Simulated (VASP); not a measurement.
B2N3O: single point with PBE

The system is B2N3O.

```xyz
6
Lattice="2.6297 0.0000 0.0000 0.0000 2.6297 0.0000 0.0000 0.0000 10.5162" Properties=species:S:1:pos:R:3 pbc="T T T"
B     0.0000    0.0000    3.1818
B     0.0000    0.0000    7.3343
N     0.0000    1.3148    7.2691
N     1.3148    0.0000    3.2471
N     0.0000    0.0000    0.0000
O     1.3148    1.3148    0.0000
```

The cell was generated, and may not be a known phase.

```
Program             : VASP 6.6.1
Task                : single point
Functional          : PBE
Potentials or basis : VASP PAW PBE potentials, release 64 (B, N, O)
Cutoff              : 520 eV
k mesh              : 14 × 14 × 4
Occupations         : gaussian, width 0.1 eV
Spin                : collinear spin
Starting moments    : [0.0, 0.0, 0.0, 0.0, 0.49, 0.0] μB
```

- Pressure: -0.3 GPa
- Largest force: 0.006 eV/Å
- Net moment: 0.00 μB per cell
- Valence electrons inside the program's atomic spheres: B 2.23; N 4.00, 3.26 (each value once); O 4.71

Forces on the atoms (eV/Å):
```
B    0.000  0.000  0.006
B    0.000  0.000 -0.006
N    0.000  0.000  0.006
N    0.000  0.000 -0.006
N    0.000  0.000  0.000
O    0.000  0.000  0.000
```

Stress tensor (GPa, compression positive):
```
-0.36  0.00  0.00
 0.00 -0.36  0.00
 0.00  0.00 -0.11
```

Levels at points of the mesh, in eV from the Fermi level:
Spin up:
| k point | band 11 | band 12 | band 13 | band 14 | band 15 | band 16 |
| --- | --- | --- | --- | --- | --- | --- |
| (0.00, 0.00, 0.00) | -4.27 | -1.94 | -1.94 | 1.68 | 3.74 | 4.58 |
| (0.50, 0.00, 0.00) | -1.68 | -1.14 | 0.13 | 0.16 | 0.35 | 0.59 |
| (0.50, 0.50, 0.00) | -1.77 | -0.94 | -0.94 | -0.29 | -0.18 | -0.18 |
| (0.00, 0.00, 0.50) | -4.45 | -1.94 | -1.94 | 1.67 | 4.03 | 4.58 |
| (0.50, 0.00, 0.50) | -1.67 | -1.13 | 0.13 | 0.16 | 0.35 | 0.59 |
| (0.50, 0.50, 0.50) | -1.77 | -0.94 | -0.94 | -0.29 | -0.18 | -0.18 |
Spin down:
```
           k point  band 9  band 10  band 11  band 12  band 13  band 14  band 15  band 16  band 17  band 18
(0.00, 0.00, 0.00)   -4.60    -4.60    -4.27    -1.94    -1.94     1.68     3.74     4.58     4.58     5.17
(0.50, 0.00, 0.00)   -2.52    -1.88    -1.68    -1.14     0.13     0.17     0.35     0.59     1.93     6.44
(0.50, 0.50, 0.00)   -3.14    -3.13    -1.77    -0.94    -0.94    -0.29    -0.18    -0.18     3.38     3.77
(0.00, 0.00, 0.50)   -4.60    -4.60    -4.45    -1.94    -1.94     1.67     4.03     4.58     4.58     4.80
(0.50, 0.00, 0.50)   -2.52    -1.88    -1.67    -1.12     0.13     0.17     0.35     0.59     1.91     6.44
(0.50, 0.50, 0.50)   -3.15    -3.11    -1.77    -0.94    -0.94    -0.29    -0.18    -0.18     3.51     3.63
```

It took 8.6 min on 1 thread of Intel Xeon 8259CL (shared host), peak memory 0.4 GiB.

Caveat: this functional lacks dispersion, which binds layers or chains, so the pressure and a relaxed spacing across them are unreliable.
